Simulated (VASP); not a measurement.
A run of VASP 6.6.1 is set up as follows.

POSCAR

```
CsH
1.0
    3.8130897916      0.0000000000      0.0000000000
    0.0000000000      3.8130897916      0.0000000000
    0.0000000000      0.0000000000      3.8130897916
Cs H
1 1
Direct
    0.0000000000      0.0000000000      0.0000000000
    0.5000000000      0.5000000000      0.5000000000
```

File INCAR.step1:

```
PREC     = Accurate       # precision mode
ENCUT    = 520            # plane-wave cutoff, eV
ISMEAR   = 0              # smearing method
SIGMA    = 0.01           # smearing width, eV
LREAL    = F              # projectors in reciprocal space
LASPH    = T              # aspherical terms in the spheres
NELM     = 60             # most SCF steps
NBANDS   = 12             # bands
GGA      = PE             # functional
ALGO     = Normal         # electronic algorithm
EDIFF    = 1E-4           # SCF threshold, eV
LWAVE    = T              # write WAVECAR
LCHARG   = F              # write CHGCAR
```

The input INCAR.step2:

```
PREC     = Accurate       # precision mode
ENCUT    = 520            # plane-wave cutoff, eV
EDIFF    = 1E-6           # SCF threshold, eV
ISMEAR   = 0              # smearing method
SIGMA    = 0.01           # smearing width, eV
LREAL    = F              # projectors in reciprocal space
LASPH    = T              # aspherical terms in the spheres
NELM     = 60             # most SCF steps
ALGO     = Normal         # electronic algorithm
ISIF     = 2              # what is computed and relaxed
LWAVE    = F              # write WAVECAR
LCHARG   = T              # write CHGCAR
METAGGA  = R2SCAN         # meta-GGA
LMIXTAU  = T            
LELF     = T              # ELF
LVHAR    = T            
NBANDS   = 12             # bands
ISTART   = 1
```

KPOINTS

```
regular mesh
0
Gamma
  4 4 4
```

Potentials or basis: VASP PAW PBE potentials, release 64 (Cs_sv, H).

Run with:

```bash
$ cat potpaw_PBE.64/Cs_sv/POTCAR potpaw_PBE.64/H/POTCAR > POTCAR
$ cp INCAR.step1 INCAR
$ mpirun -np 1 vasp_std > vasp.out
$ cp INCAR.step2 INCAR
$ mpirun -np 1 vasp_std > vasp.out
```

Q: Predict the pressure.

A: 0.1 GPa.

Q: What does it give for the band gap on the k mesh?

A: 3.15 eV.

Caveat: the structure was generated, so it needn't be the stable form of CsH; the PAW data sets were made with another functional, which shifts forces and pressure a little; spin-orbit coupling is left out, which moves the levels of the heavy elements. A k mesh can miss the band edges.
